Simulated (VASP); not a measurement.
# Si (R-3) in VASP: further runs, part 2 of 2

VASP 6.6.1. Earlier steps stand in the parts before.

### 4 Single point, LDA (strain -0.040 along x and y, -0.080 along z)

INCAR reads:

```
SYSTEM = Si
PREC = Accurate
ENCUT = 520
EDIFF = 1E-6
ISMEAR = 0
SIGMA = 0.15
LREAL = .False.
LASPH = .True.
NELM = 80
ALGO = Normal
ISIF = 2
LWAVE = .False.
LCHARG = .False.
NBANDS = 26
```

KPOINTS reads:

```
regular mesh
0
Gamma
  12 12 12
  0 0 0
```

POSCAR reads:

```
Si
1.0
    4.4730435006      2.5825128692      1.7102369167
   -4.4730435006      2.5825128692      1.7102369167
    0.0000000000     -5.1650257384      1.7102369167
Si
8
Direct
    0.0230438192      0.7214117077      0.5254377641
    0.9769561808      0.2785882923      0.4745622359
    0.7155636601      0.7155636601      0.7155636601
    0.2785882923      0.4745622359      0.9769561808
    0.4745622359      0.9769561808      0.2785882923
    0.7214117077      0.5254377641      0.0230438192
    0.2844363399      0.2844363399      0.2844363399
    0.5254377641      0.0230438192      0.7214117077
```

Potentials or basis: VASP PAW LDA potentials, release 64 (Si).

Command:

```sh
$ cat potpaw_LDA.64/Si/POTCAR > POTCAR
$ mpirun -np 1 vasp_std > vasp.out
```

OUTCAR:

```text
SYSTEM = Si
   PREC = Accurate
   ENCUT = 520
   EDIFF = 1E-6
   ISMEAR = 0
   LREAL = .False.
   LASPH = .True.
   NELM = 80
   ISIF = 2

 ion  position               nearest neighbor table
   1  0.023  0.721  0.525-   8 2.21   6 2.21   2 2.24   3 2.25
   2  0.977  0.279  0.475-   5 2.21   4 2.21   1 2.24   7 2.25
   3  0.716  0.716  0.716-   7 2.21   8 2.25   1 2.25   6 2.25   7 2.92
   4  0.279  0.475  0.977-   5 2.21   2 2.21   6 2.24   7 2.25
   5  0.475  0.977  0.279-   4 2.21   2 2.21   8 2.24   7 2.25
   6  0.721  0.525  0.023-   8 2.21   1 2.21   4 2.24   3 2.25
   7  0.284  0.284  0.284-   3 2.21   5 2.25   2 2.25   4 2.25   3 2.92
   8  0.525  0.023  0.721-   6 2.21   1 2.21   5 2.24   3 2.25

  LATTYP: Found a trigonal (rhomboedric) cell.
 ALAT       =     5.4408088727
 COS(alpha) =    -0.3517902166

  Lattice vectors:

 A1 = (   4.4730435006,   2.5825128692,   1.7102369167)
 A2 = (  -4.4730435006,   2.5825128692,   1.7102369167)
 A3 = (   0.0000000000,  -5.1650257384,   1.7102369167)

Analysis of symmetry for initial positions (statically):
=====================================================================
 Subroutine PRICEL returns:
 Original cell was already a primitive cell.

 Routine SETGRP: Setting up the symmetry group for a
 trigonal (rhombohedral) supercell.

 Subroutine GETGRP returns: Found  6 space group operations
 (whereof  6 operations were pure point group operations)
 out of a pool of 12 trial point group operations.

The static configuration has the point symmetry S_6 .

Analysis of symmetry for dynamics (positions and initial velocities):
=====================================================================
 Subroutine PRICEL returns:
 Original cell was already a primitive cell.

 Routine SETGRP: Setting up the symmetry group for a
 trigonal (rhombohedral) supercell.

 Subroutine GETGRP returns: Found  6 space group operations
 (whereof  6 operations were pure point group operations)
 out of a pool of 12 trial point group operations.

The dynamic configuration has the point symmetry S_6 .

 Subroutine INISYM returns: Found  6 space group operations
 (whereof  6 operations are pure point group operations),
 and found     1 'primitive' translations

----------------------------------------------------------------------------------------

                                     Primitive cell

  volume of cell :     118.5368

  direct lattice vectors                    reciprocal lattice vectors
     4.473043501  2.582512869  1.710236917     0.111780715  0.064536626  0.194904770
    -4.473043501  2.582512869  1.710236917    -0.111780715  0.064536626  0.194904770
     0.000000000 -5.165025738  1.710236917     0.000000000 -0.129073252  0.194904770

  length of vectors
     5.440808873  5.440808873  5.440808873     0.233768633  0.233768633  0.233768633

  position of ions in fractional coordinates (direct lattice)
     0.023043819  0.721411708  0.525437764
     0.976956181  0.278588292  0.474562236
     0.715563660  0.715563660  0.715563660
     0.278588292  0.474562236  0.976956181
     0.474562236  0.976956181  0.278588292
     0.721411708  0.525437764  0.023043819
     0.284436340  0.284436340  0.284436340
     0.525437764  0.023043819  0.721411708
[... 43 lines left out ...]
  0.250000 -0.000000 -0.000000      6.000000
  0.333333 -0.000000 -0.000000      6.000000
  0.416667 -0.000000 -0.000000      6.000000
[... 16 lines left out ...]
 -0.250000  0.083333  0.000000      6.000000
  0.250000 -0.000000 -0.083333      6.000000
 [... further k-points ...]
   k-points           NKPTS =    294   k-points in BZ     NKDIM =    294   number of bands    NBANDS=     26
   number of dos      NEDOS =    301   number of ions     NIONS =      8
   total plane-waves  NPLWV =  64000
   dimension x,y,z NGX =    40 NGY =   40 NGZ =   40
   dimension x,y,z NGXF=    80 NGYF=   80 NGZF=   80
   ions per type =               8
   NGX,Y,Z   is equivalent  to a cutoff of  12.22, 12.22, 12.22 a.u.
   NGXF,Y,Z  is equivalent  to a cutoff of  24.44, 24.44, 24.44 a.u.
 SYSTEM =  Si
   PREC   = accura    normal or accurate (medium, high low for compatibility)
   ISTART =      0    job   : 0-new  1-cont  2-samecut
   ICHARG =      2    charge: 1-file 2-atom 10-const
   ISPIN  =      1    spin polarized calculation?
   LNONCOLLINEAR =      F non collinear calculations
   LSORBIT =      F    spin-orbit coupling
   LASPH  =      T    aspherical Exc in radial PAW
   ENCUT  =  520.0 eV  38.22 Ry    6.18 a.u.  10.12 10.12 10.12*2*pi/ulx,y,z
   NELM   =     80;   NELMIN=  2; NELMDL= -5     # of ELM steps
   EDIFF  = 0.1E-05   stopping-criterion for ELM
   LREAL  =      F    real-space projection
   EDIFFG = 0.1E-04   stopping-criterion for IOM
   NSW    =      0    number of steps for IOM
   IBRION =     -1    ionic relax: 0-MD 1-quasi-New 2-CG
   NFREE  =      0    steps in history (QN), initial steepest desc. (CG)
   ISIF   =      2    stress and relaxation
   ISYM   =      2    0-nonsym 1-usesym 2-fastsym
   POTIM  = 0.5000    time-step for ionic-motion
   TEBEG  =    0.0;   TEEND  =   0.0 temperature during run
   PSTRESS=    0.0 pullay stress
   NELECT =      32.0000    total number of electrons
   NUPDOWN=      -1.0000    fix difference up-down
   EMIN   =  10.00;   EMAX   =-10.00  energy-range for DOS
   EFERMI =   0.00;   METHOD = LEGACY
   ISMEAR =     0;   SIGMA  =   0.15  broadening in eV -4-tet -1-fermi 0-gaus
   EFERMI_NEDOS =   21; number of points for ismear=-14 and -15
   IALGO  =     38    algorithm
   IMIX   =      4    mixing-type and parameters
     AMIX     =   0.40;   BMIX     =  1.00
     AMIX_MAG =   1.60;   BMIX_MAG =  1.00
  volume/ion in A,a.u.               =      14.82        99.99
  Fermi-wavevector in a.u.,A,eV,Ry     =   1.058052  1.999429 15.231376  1.119475
  Thomas-Fermi vector in A             =   2.193348
   LORBIT       =      0    0 simple, 1 ext, 2 COOP (PROOUT), +10 PAW based schemes
   GGA     = CA    functional components
   LHFCALC =     F    Hartree Fock is set to
   AEXX    =    0.0000 exact exchange contribution
   IVDW    =     0    specifies the selected vdW correction
   LEPSILON=     F    determine dielectric tensor
   LRPA    =     F    only Hartree local field effects (RPA)
 non-spin polarized calculation
 Gauss-broadening in eV      SIGMA  =   0.15
  energy-cutoff  :      520.00
  volume of cell :      118.54
 maximum number of plane-waves:      3217
   NGX = 21   NGY = 21   NGZ = 21

 number of electron      32.0000001 magnetization

 Free energy of the ion-electron system (eV)
  ---------------------------------------------------
  ext. energy  EPLUGINS =         0.00000000
  ---------------------------------------------------
  free energy    TOTEN  =       -45.13634063 eV

  energy without entropy =      -45.12732715  energy(sigma->0) =      -45.13183389

 E-fermi :   9.3836     XC(G=0): -10.9417

 val. band max:        9.3643879321   @ k =   0.5000  -0.0833  -0.1667
 cond. band min:       9.3913435408   @ k =   0.5000  -0.0000  -0.0833
 fundamental gap:      0.0269556087
 Fermi energy:         9.3836374104

 k-point     1 :       0.0000    0.0000    0.0000
  band No.  band energies     occupation
      1      -4.7967      2.00000
      2       0.7563      2.00000
      3       1.0537      2.00000
      4       1.1840      2.00000
      5       1.1840      2.00000
      6       2.2545      2.00000
[... 685 lines left out ...]
     25      14.5536      0.00000
     26      15.2591      0.00000

 [... further k-points ...]

------------------------ aborting loop because EDIFF is reached ----------------------------------------

  FORCE on cell =-STRESS in cart. coord.  units (eV):
  Direction    XX          YY          ZZ          XY          YZ          ZX
  --------------------------------------------------------------------------------------
  -------------------------------------------------------------------------------------
  Total       15.6186712     15.6186712     24.9596933      0.0000000     -0.0000000      0.0000000
  in kB      211.1064588    211.1064588    337.3624052      0.0000000     -0.0000000      0.0000000
  external PRESSURE =     253.1917742 kB  Pullay stress =       0.0000000 kB

 VOLUME and BASIS-vectors are now :
 -----------------------------------------------------------------------------
  energy-cutoff  :      520.00
  volume of cell :      118.54
      direct lattice vectors                 reciprocal lattice vectors
     4.473043501  2.582512869  1.710236917     0.111780715  0.064536626  0.194904770
    -4.473043501  2.582512869  1.710236917    -0.111780715  0.064536626  0.194904770
     0.000000000 -5.165025738  1.710236917     0.000000000 -0.129073252  0.194904770

 POSITION                                       TOTAL-FORCE (eV/Angst)
 -----------------------------------------------------------------------------------
     -3.12383     -0.79133      2.17182        -0.624272     -0.304135      0.612303
      3.12383      0.79133      2.95889         0.624272      0.304135     -0.612303
      0.00000      0.00000      3.67135         0.000000      0.000000      1.548009
     -0.87660     -3.10098      2.95889        -0.048747     -0.692703     -0.612303
     -2.24723      2.30965      2.95889        -0.575525      0.388568     -0.612303
      0.87660      3.10098      2.17182         0.048747      0.692703      0.612303
      0.00000      0.00000      1.45936         0.000000     -0.000000     -1.548009
      2.24723     -2.30965      2.17182         0.575525     -0.388568      0.612303
 -----------------------------------------------------------------------------------
    total drift:                                0.000000     -0.000000      0.000000

  FREE ENERGIE OF THE ION-ELECTRON SYSTEM (eV)
  ---------------------------------------------------
  free  energy   TOTEN  =       -45.1363406288 eV

  energy  without entropy=      -45.1273271515  energy(sigma->0) =      -45.13183389
```

It took 9.5 min on 1 thread of Intel Xeon Platinum 8488C (Sapphire Rapids), shared host; peak memory 0.63 GiB.

What came out:

```
Free energy            : -45.1363 eV
Pressure               : 25.3 GPa
Largest force          : 1.548 eV/Å
Band gap on the k mesh : zero (bands 16 and 17 overlap by 0.45 eV)
```

Forces on the atoms (eV/Å):
```
Si  -0.624 -0.304  0.612
Si   0.624  0.304 -0.612
Si   0.000  0.000  1.548
Si  -0.049 -0.693 -0.612
Si  -0.576  0.389 -0.612
Si   0.049  0.693  0.612
Si   0.000  0.000 -1.548
Si   0.576 -0.389  0.612
```

Stress tensor (GPa, compression positive):
```
21.11  0.00  0.00
 0.00 21.11  0.00
 0.00  0.00 33.74
```

Caveat: the cell differs from its parent crystal (strain -0.040 along x and y, -0.080 along z); the cell stands under pressure; semilocal functionals underestimate gaps, so a narrow gap can read as zero; forces of over 1 eV/Å act on the atoms, so gaps and moduli don't describe the material at rest.

### 5 The runs side by side

```tsv
cell	gap on the mesh (eV)	pressure (GPa)	largest force (eV/Å)
a = 5.896 Å, angles 110.5°, 8 atoms	none	-6.9	0.44
a = 5.287 Å, angles 108.3°, 8 atoms	none	26.2	1.85
a = 5.441 Å, angles 110.6°, 8 atoms	none	25.3	1.55
```

Alike in all rows: task single point; level LDA; potentials or basis VASP PAW LDA potentials, release 64 (Si); no spin polarisation; k mesh 12 × 12 × 12; cutoff (eV) 520; smearing gaussian 0.15 eV.

Caveats: semilocal functionals underestimate gaps, so a narrow gap can read as zero (at least some runs); the cell stands under pressure (at least some runs); forces of over 1 eV/Å act on the atoms, so gaps and moduli don't describe the material at rest (at least some runs); the cell stands under tension (at least some runs).

Absolute energies hang on the potentials; compare differences alone.
